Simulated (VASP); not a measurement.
**Os: single point with PBE**

Crystal: Os.

```xyz
2
Lattice="2.7789 0.0000 0.0000 -1.3895 2.4066 0.0000 0.0000 0.0000 4.3905" Properties=species:S:1:pos:R:3 pbc="T T T"
Os    0.0000    1.6044    1.0976
Os    1.3895    0.8022    3.2929
```

- Program: VASP 6.6.1
- Task: single point
- Functional: PBE
- Potentials or basis: VASP PAW PBE potentials, release 64 (Os)
- Cutoff: 520 eV
- k mesh: 11 × 11 × 6
- Occupations: fermi-dirac, width 0.1 eV
- Spin: no spin polarisation
- Dipole correction: no
- Further INCAR settings: ALGO = Normal; EDIFF = 1e-06; NBANDS = 15

```
Pressure               : -10.5 GPa
Band gap on the k mesh : zero (band 8 reaches 10.67 eV, above the bottom of band 9 at 7.08 eV)
```

Stress tensor (GPa, compression positive):
```
-10.20   0.00   0.00
  0.00 -10.20   0.00
  0.00   0.00 -10.99
```

Levels at points of the mesh, in eV from the Fermi level:
| k point | band 4 | band 5 | band 6 | band 7 | band 8 | band 9 | band 10 | band 11 | band 12 | band 13 |
| --- | --- | --- | --- | --- | --- | --- | --- | --- | --- | --- |
| (0.00, 0.00, 0.00) | -2.81 | -2.58 | -2.03 | -2.03 | -1.43 | -1.43 | 0.06 | 1.59 | 1.59 | 8.53 |
| (0.00, 0.00, 0.50) | -3.33 | -2.99 | -2.99 | -2.99 | -2.99 | 0.84 | 0.84 | 0.84 | 0.84 | 13.75 |

Wall time 9.6 s on 1 thread of Intel(R) Xeon(R) 6975P-C (Granite Rapids) (shared host), peak memory 0.16 GiB.

Caveat: spin-orbit coupling is left out, which moves the levels of the heavy elements.
